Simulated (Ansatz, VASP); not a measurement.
## Two plane-wave programs on Se

```xyz
3
Lattice="4.9764 0.0000 0.0000 -2.4882 4.3097 0.0000 0.0000 0.0000 3.0506" Properties=species:S:1:pos:R:3 pbc="T T T"
Se    0.0000    0.0000    0.0000
Se    0.0000    2.8732    1.5253
Se    2.4882    1.4366    1.5253
```

Alike in both runs: task relaxation of cell and atoms; functional PBEsol; k mesh 7 × 7 × 10; occupations fermi-dirac, width 0.1 eV; no spin polarisation.

```csv
,VASP,Ansatz
version,VASP 6.6.1,Ansatz 0.2.0
potentials or method,"VASP PAW PBE potentials, release 64 (Se), cutoff 600 eV","plane waves (420 eV) with PAW, scalar-relativistic"
valence electrons in the cell,18,48
```

Ansatz gave:

* relaxed volume (Å³/atom): 19.78
* relaxed cell length with the largest relative difference (Å): 3.133

What did VASP give for the same quantities?

Relaxed volume (Å³/atom): 19.81; relaxed cell length with the largest relative difference (Å): 3.136.

VASP's potentials were made for PBE, not for PBEsol, and Ansatz warns of the same on its side. VASP's potentials hold 18 valence electrons a cell and Ansatz's 48, so a difference there can come from the potentials and not from the codes.
